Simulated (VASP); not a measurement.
A run of VASP 6.6.1 is set up as follows.

The input POSCAR:

```
Ta
1.0
    2.9003720726      0.0000000000      0.0000000000
   -1.4501860363      2.5117958953      0.0000000000
    0.0000000000      0.0000000000      5.1662740000
Ta
2
Direct
    0.3333333333      0.6666666667      0.2500000000
    0.6666666667      0.3333333333      0.7500000000
```

File INCAR.step1:

```
SYSTEM = Ta
PREC     = Accurate       ! precision mode
ENCUT    = 520            ! plane-wave cutoff, eV
EDIFF    = 1E-5           ! SCF threshold, eV
ISMEAR   = -1             ! smearing method
SIGMA    = 0.05           ! smearing width, eV
LREAL    = .False.        ! projectors in reciprocal space
LASPH    = .True.         ! aspherical terms in the spheres
NELM     = 60             ! most SCF steps
ALGO     = Normal         ! electronic algorithm
ISIF     = 2              ! what is computed and relaxed
LWAVE    = .True.         ! write WAVECAR
GGA      = PE             ! functional
NBANDS   = 18             ! bands
```

The input INCAR.step2:

```
SYSTEM = Ta
PREC     = Accurate       ! precision mode
ENCUT    = 520            ! plane-wave cutoff, eV
EDIFF    = 1E-6           ! SCF threshold, eV
ISMEAR   = -1             ! smearing method
SIGMA    = 0.05           ! smearing width, eV
LREAL    = .False.        ! projectors in reciprocal space
LASPH    = .True.         ! aspherical terms in the spheres
NELM     = 60             ! most SCF steps
ALGO     = Normal         ! electronic algorithm
ISIF     = 2              ! what is computed and relaxed
LWAVE    = .False.        ! write WAVECAR
LCHARG   = .True.         ! write CHGCAR
GGA      = B3             ! functional
LHFCALC  = .True.         ! exact exchange
AEXX     = 0.2            ! exact-exchange fraction
AGGAX    = 0.72         
AGGAC    = 0.81         
ALDAC    = 0.19         
PRECFOCK = Normal       
LELF     = .True.         ! ELF
LVHAR    = .True.       
ISTART   = 1            
NBANDS   = 18             ! bands
```

The input KPOINTS:

```
Automatic mesh
0
Gamma
  6 6 3
  0 0 0
```

Potentials or basis: VASP PAW PBE potentials, release 64 (Ta_pv).

Run with:

```bash
$ cat potpaw_PBE.64/Ta_pv/POTCAR > POTCAR
$ cp INCAR.step1 INCAR
$ mpirun -np 1 vasp_std > vasp.out
$ cp INCAR.step2 INCAR
$ mpirun -np 1 vasp_std > vasp.out
```

Q: Predict the pressure.

A: 1.0 GPa.

Q: Predict the band gap on the k mesh.

A: Zero (bands 11 and 12 overlap by 2.08 eV).

Stress tensor (GPa, compression positive):
```
0.73 0.00 0.00
0.00 0.73 0.00
0.00 0.00 1.54
```

Caveat: the k points lie up to 0.42 Å⁻¹ apart, too coarse for converged energies and pressures of a metal; the PAW data sets were made with another functional, which shifts forces and pressure a little; spin-orbit coupling is left out, which moves the levels of the heavy elements.
